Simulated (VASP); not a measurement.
# GeMo2 in VASP: relaxation of the atoms with PBE

Aim: the relaxation of the atoms of GeMo2 with PBE.

All numbers are computed with VASP 6.6.1; they aren't measurements. Logs are shortened: lines on timing, memory, paths and dates and some standing lists are left out, and cuts for length are marked.

**1. The cell of the first run**

The cell holds a sheet with vacuum, 3 atoms: a = 2.910 Å, b = 2.910 Å, c = 29.702 Å, α = 90.00°, β = 90.00°, γ = 90.00°.

**2. Relaxation of the atoms, PBE**

INCAR

```
PREC = Accurate
ENCUT = 520
EDIFF = 1E-6
ISMEAR = -1
SIGMA = 0.05
LREAL = F
LASPH = T
NELM = 60
ALGO = Normal
ISIF = 2
LWAVE = F
LCHARG = F
GGA = PE
IBRION = 2
NSW = 80
EDIFFG = -0.01
```

KPOINTS

```
regular mesh
0
Gamma
  9 9 1
```

POSCAR

```
GeMo2
1.0
    2.9101100000      0.0000000000      0.0000000000
    0.0000000000      2.9101100000      0.0000000000
    0.0000000000      0.0000000000     29.7022400000
Ge Mo
1 2
Direct
    0.5000000000      0.5000000000      0.2861700000
    0.0000000000      0.0000000000      0.3386400000
    0.0000000000      0.0000000000      0.2337100000
```

Potentials or basis: VASP PAW PBE potentials, release 64 (Ge_d, Mo_sv).

Run with:

```sh
$ cat potpaw_PBE.64/Ge_d/POTCAR potpaw_PBE.64/Mo_sv/POTCAR > POTCAR
$ mpirun -np 1 vasp_std > vasp.out
```

OUTCAR:

```text
PREC = Accurate
   ENCUT = 520
   EDIFF = 1E-6
   ISMEAR = -1
   LREAL = F
   LASPH = T
   NELM = 60
   ISIF = 2
   GGA = PE
   IBRION = 2
   NSW = 80
   EDIFFG = -0.01

 ion  position               nearest neighbor table
   1  0.500  0.500  0.286-   3 2.58   3 2.58   3 2.58   3 2.58   2 2.58   2 2.58   2 2.58   2 2.58

   2  0.000  0.000  0.339-   1 2.58   1 2.58   1 2.58   1 2.58   3 3.12
   3  0.000  0.000  0.234-   1 2.58   1 2.58   1 2.58   1 2.58   2 3.12

  LATTYP: Found a simple tetragonal cell.
 ALAT       =     2.9101100000
 C/A-ratio  =    10.2065695111

  Lattice vectors:

 A1 = (   2.9101100000,   0.0000000000,   0.0000000000)
 A2 = (   0.0000000000,   2.9101100000,   0.0000000000)
 A3 = (   0.0000000000,   0.0000000000,  29.7022400000)

Analysis of symmetry for initial positions (statically):
=====================================================================
 Subroutine PRICEL returns:
 Original cell was already a primitive cell.

 Routine SETGRP: Setting up the symmetry group for a
 simple tetragonal supercell.

 Subroutine GETGRP returns: Found  8 space group operations
 (whereof  8 operations were pure point group operations)
 out of a pool of 16 trial point group operations.

The static configuration has the point symmetry C_4v.

Analysis of symmetry for dynamics (positions and initial velocities):
=====================================================================
 Subroutine PRICEL returns:
 Original cell was already a primitive cell.

 Routine SETGRP: Setting up the symmetry group for a
 simple tetragonal supercell.

 Subroutine GETGRP returns: Found  8 space group operations
 (whereof  8 operations were pure point group operations)
 out of a pool of 16 trial point group operations.

The dynamic configuration has the point symmetry C_4v.

 Subroutine INISYM returns: Found  8 space group operations
 (whereof  8 operations are pure point group operations),
 and found     1 'primitive' translations

----------------------------------------------------------------------------------------

                                     Primitive cell

  volume of cell :     251.5406

  direct lattice vectors                    reciprocal lattice vectors
     2.910110000  0.000000000  0.000000000     0.343629622  0.000000000  0.000000000
     0.000000000  2.910110000  0.000000000     0.000000000  0.343629622  0.000000000
     0.000000000  0.000000000 29.702240000     0.000000000  0.000000000  0.033667494

  length of vectors
     2.910110000  2.910110000 29.702240000     0.343629622  0.343629622  0.033667494

  position of ions in fractional coordinates (direct lattice)
     0.500000000  0.500000000  0.286170000
     0.000000000  0.000000000  0.338640000
     0.000000000  0.000000000  0.233710000

  ion indices of the primitive-cell ions
   primitive index   ion index
                 1           1
                 2           2
                 3           3

----------------------------------------------------------------------------------------

 KPOINTS: regular mesh

Automatic generation of k-mesh.
 Grid dimensions read from file:
 generate k-points for:    9    9    1

 Generating k-lattice:

  Cartesian coordinates                     Fractional coordinates (reciprocal lattice)
     0.038181069  0.000000000  0.000000000     0.111111111  0.000000000  0.000000000
     0.000000000  0.038181069  0.000000000     0.000000000  0.111111111  0.000000000
[... 45 lines left out ...]
   LASPH  =      T    aspherical Exc in radial PAW
   ENCUT  =  520.0 eV  38.22 Ry    6.18 a.u.   5.41  5.41 55.23*2*pi/ulx,y,z
   NELM   =     60;   NELMIN=  2; NELMDL= -5     # of ELM steps
   EDIFF  = 0.1E-05   stopping-criterion for ELM
   LREAL  =      F    real-space projection
   EDIFFG = -.1E-01   stopping-criterion for IOM
   NSW    =     80    number of steps for IOM
   IBRION =      2    ionic relax: 0-MD 1-quasi-New 2-CG
   NFREE  =      1    steps in history (QN), initial steepest desc. (CG)
   ISIF   =      2    stress and relaxation
   ISYM   =      2    0-nonsym 1-usesym 2-fastsym
   POTIM  = 0.5000    time-step for ionic-motion
   TEBEG  =    0.0;   TEEND  =   0.0 temperature during run
   PSTRESS=    0.0 pullay stress
   NELECT =      42.0000    total number of electrons
   NUPDOWN=      -1.0000    fix difference up-down
   EMIN   =  10.00;   EMAX   =-10.00  energy-range for DOS
   EFERMI =   0.00;   METHOD = LEGACY
   ISMEAR =    -1;   SIGMA  =   0.05  broadening in eV -4-tet -1-fermi 0-gaus
   EFERMI_NEDOS =   21; number of points for ismear=-14 and -15
   IALGO  =     38    algorithm
   IMIX   =      4    mixing-type and parameters
     AMIX     =   0.40;   BMIX     =  1.00
     AMIX_MAG =   1.60;   BMIX_MAG =  1.00
  volume/ion in A,a.u.               =      83.85       565.83
  Fermi-wavevector in a.u.,A,eV,Ry     =   0.901478  1.703547 11.056952  0.812663
  Thomas-Fermi vector in A             =   2.024564
   LORBIT       =      0    0 simple, 1 ext, 2 COOP (PROOUT), +10 PAW based schemes
   GGA     = PE    functional components
   LHFCALC =     F    Hartree Fock is set to
   AEXX    =    0.0000 exact exchange contribution
   IVDW    =     0    specifies the selected vdW correction
   LEPSILON=     F    determine dielectric tensor
   LRPA    =     F    only Hartree local field effects (RPA)
 conjugate gradient relaxation of ions
 non-spin polarized calculation
  energy-cutoff  :      520.00
  volume of cell :      251.54
 maximum number of plane-waves:      6863
 NGX is ok and might be reduce to    24
   NGX = 11   NGY = 11   NGZ =111

--------------------------------------- Ionic step        1  -------------------------------------------

 number of electron      42.0000006 magnetization

 Free energy of the ion-electron system (eV)
  ---------------------------------------------------
  ext. energy  EPLUGINS =         0.00000000
  ---------------------------------------------------
  free energy    TOTEN  =       -22.62098386 eV

  energy without entropy =      -22.58631778  energy(sigma->0) =      -22.60365082

------------------------ aborting loop because EDIFF is reached ----------------------------------------

  FORCE on cell =-STRESS in cart. coord.  units (eV):
  Direction    XX          YY          ZZ          XY          YZ          ZX
  --------------------------------------------------------------------------------------
  -------------------------------------------------------------------------------------
  Total        0.1364848      0.1364848      0.0376073      0.0000000     -0.0000000      0.0000000
  in kB        0.8693341      0.8693341      0.2395382      0.0000000     -0.0000000      0.0000000
  external PRESSURE =       0.6594021 kB  Pullay stress =       0.0000000 kB

 VOLUME and BASIS-vectors are now :
 -----------------------------------------------------------------------------
  energy-cutoff  :      520.00
  volume of cell :      251.54
      direct lattice vectors                 reciprocal lattice vectors
     2.910110000  0.000000000  0.000000000     0.343629622  0.000000000  0.000000000
     0.000000000  2.910110000  0.000000000     0.000000000  0.343629622  0.000000000
     0.000000000  0.000000000 29.702240000     0.000000000  0.000000000  0.033667494

 POSITION                                       TOTAL-FORCE (eV/Angst)
 -----------------------------------------------------------------------------------
      1.45505      1.45505      8.49989         0.000000      0.000000      0.002145
      0.00000      0.00000     10.05837         0.000000     -0.000000      0.017910
      0.00000      0.00000      6.94171         0.000000      0.000000     -0.020055
 -----------------------------------------------------------------------------------
    total drift:                                0.000000      0.000000      0.001648

  FREE ENERGIE OF THE ION-ELECTRON SYSTEM (eV)
  ---------------------------------------------------
  free  energy   TOTEN  =       -22.6209838639 eV

  energy  without entropy=      -22.5863177762  energy(sigma->0) =      -22.60365082

--------------------------------------- Ionic step        2  -------------------------------------------

 number of electron      42.0000006 magnetization

 Free energy of the ion-electron system (eV)
  ---------------------------------------------------
  ext. energy  EPLUGINS =         0.00000000
  ---------------------------------------------------
  free energy    TOTEN  =       -22.62101059 eV

  energy without entropy =      -22.58632354  energy(sigma->0) =      -22.60366707

 E-fermi :  -1.4245     XC(G=0):  -3.0943

 val. band max:       -1.5769232411   @ k =   0.4444   0.1111   0.0000
 cond. band min:      -1.4034664085   @ k =   0.3333   0.2222   0.0000
 fundamental gap:      0.1734568325
 Fermi energy:        -1.4245453438

 k-point     1 :       0.0000    0.0000    0.0000
  band No.  band energies     occupation
      1     -62.4750      2.00000
      2     -62.4615      2.00000
      3     -36.7285      2.00000
      4     -36.5498      2.00000
      5     -36.2932      2.00000
      6     -36.2932      2.00000
[... 409 lines left out ...]
     24       0.4435      0.00000
     25       1.4470      0.00000

------------------------ aborting loop because EDIFF is reached ----------------------------------------

  FORCE on cell =-STRESS in cart. coord.  units (eV):
  Direction    XX          YY          ZZ          XY          YZ          ZX
  --------------------------------------------------------------------------------------
  -------------------------------------------------------------------------------------
  Total        0.1137268      0.1137268      0.0130706      0.0000000      0.0000000      0.0000000
  in kB        0.7243785      0.7243785      0.0832525      0.0000000      0.0000000      0.0000000
  external PRESSURE =       0.5106699 kB  Pullay stress =       0.0000000 kB

 VOLUME and BASIS-vectors are now :
 -----------------------------------------------------------------------------
  energy-cutoff  :      520.00
  volume of cell :      251.54
      direct lattice vectors                 reciprocal lattice vectors
     2.910110000  0.000000000  0.000000000     0.343629622  0.000000000  0.000000000
     0.000000000  2.910110000  0.000000000     0.000000000  0.343629622  0.000000000
     0.000000000  0.000000000 29.702240000     0.000000000  0.000000000  0.033667494

 POSITION                                       TOTAL-FORCE (eV/Angst)
 -----------------------------------------------------------------------------------
      1.45505      1.45505      8.49999         0.000000     -0.000000      0.000174
      0.00000      2.91011     10.05923         0.000000      0.000000      0.009263
      0.00000      0.00000      6.94074         0.000000      0.000000     -0.009437
 -----------------------------------------------------------------------------------
    total drift:                                0.000000      0.000000      0.001444

  FREE ENERGIE OF THE ION-ELECTRON SYSTEM (eV)
  ---------------------------------------------------
  free  energy   TOTEN  =       -22.6210105936 eV

  energy  without entropy=      -22.5863235364  energy(sigma->0) =      -22.60366707

 reached required accuracy - stopping structural energy minimisation
```

Wall time 4.4 min (1 thread of Oxide Virtual Turin-like, shared host); peak memory 0.38 GiB.

Results:

| Property | Result |
| --- | --- |
| Free energy | -22.6210 eV |
| Energy gained by relaxing | 0.0 meV/atom |
| Ionic steps | 2 |
| Largest force after relaxing | 0.009 eV/Å |
| Band gap on the k mesh | zero (bands 21 and 22 overlap by 1.83 eV) |

Forces in eV/Å, atoms in the order of the input:
```
Ge   0.000  0.000  0.000
Mo   0.000  0.000  0.009
Mo   0.000  0.000 -0.009
```

Final structure:
```
Ge Mo
1.0
     2.91011    0.00000    0.00000
     0.00000    2.91011    0.00000
     0.00000    0.00000   29.70224
Ge Mo
1 2
Direct
  0.50000 0.50000 0.28617
  0.00000 0.00000 0.33867
  0.00000 0.00000 0.23368
```

Levels at points of the mesh, in eV from the Fermi level:
| k point | band 18 | band 19 | band 20 | band 21 | band 22 | band 23 | band 24 | band 25 |
| --- | --- | --- | --- | --- | --- | --- | --- | --- |
| (0.00, 0.00, 0.00) | -2.94 | -0.81 | -0.81 | -0.68 | -0.43 | 1.14 | 1.14 | 1.95 |
